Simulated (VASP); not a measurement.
Mg8H, 9 atoms in the cell. Symmetry: P-3m1, No. 164, trigonal system. Conventional cell: a = 6.432 Å, b = 6.432 Å, c = 5.135 Å, α = 90.00°, β = 90.00°, γ = 120.00°. Mg (site symmetry m) has 1 H at 2.27 Å within 3.0 Å. Within 4.2 Å of Mg (site symmetry 3m) lie 12 Mg at 3.16 to 3.22 Å and 3 H at 3.92 Å. Within 3.0 Å of H (site symmetry -3m) lie 6 Mg at 2.27 Å. 

```yaml
Program: VASP 6.6.1
Task: single point
Functional: PBE
Potentials_or_basis: VASP PAW PBE potentials, release 64 (Mg, H)
Cutoff: 520 eV
k_mesh: 6 × 6 × 6
Occupations: gaussian, width 0.1 eV
Spin: no spin polarisation
Dipole_correction: no
Further_INCAR_settings: ALGO = Normal; EDIFF = 1e-07; NBANDS = 18
```

Potentials or basis: VASP PAW PBE potentials, release 64 (Mg, H).

Command:

```console
$ cat potpaw_PBE.64/Mg/POTCAR potpaw_PBE.64/H/POTCAR > POTCAR
$ mpirun -np 1 vasp_std > vasp.out
```

Hardware: 1 thread of Intel(R) Xeon(R) 6975P-C (Granite Rapids) (shared host).

Task: Estimate the wall time of this run.

Result: Run time: 54 s on 1 thread of Intel(R) Xeon(R) 6975P-C (Granite Rapids) (shared host), peak memory 0.33 GiB. Counts: scf iterations 14, k points 34.
